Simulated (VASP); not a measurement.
A run of VASP 6.6.1 is set up as follows.

Contents of INCAR:

```
SYSTEM = Si
PREC = Accurate
ENCUT = 520
EDIFF = 1E-7
ISMEAR = 0
SIGMA = 0.03
LREAL = .False.
LASPH = .True.
NELM = 60
ALGO = Normal
ISIF = 2
LWAVE = .False.
LCHARG = .False.
GGA = CA
NBANDS = 16
```

The input KPOINTS:

```
regular mesh
0
Gamma
  12 12 6
  0 0 0
```

File POSCAR:

```
Si
1.0
    3.7054125847      0.0000000000      0.0000000000
   -1.8527062924      3.2089814298      0.0000000000
    0.0000000000      0.0000000000      6.6197195825
Si
4
Direct
    0.3333333333      0.6666666667      0.0487246481
    0.6666666667      0.3333333333      0.5487246481
    0.3333333333      0.6666666667      0.4512753519
    0.6666666667      0.3333333333      0.9512753519
```

Potentials or basis: VASP PAW LDA potentials, release 64 (Si).

Command:

```console
$ cat potpaw_LDA.64/Si/POTCAR > POTCAR
$ mpirun -np 1 vasp_std > vasp.out
```

Estimate the largest force.

2.094 eV/Å.

Predict the pressure.

4.4 GPa.

Stress tensor (GPa, compression positive):
```
 11.98   0.00   0.00
  0.00  11.98   0.00
  0.00   0.00 -10.85
```

Caveat: the cell stands under pressure; forces of over 1 eV/Å act on the atoms, so gaps and moduli don't describe the material at rest.
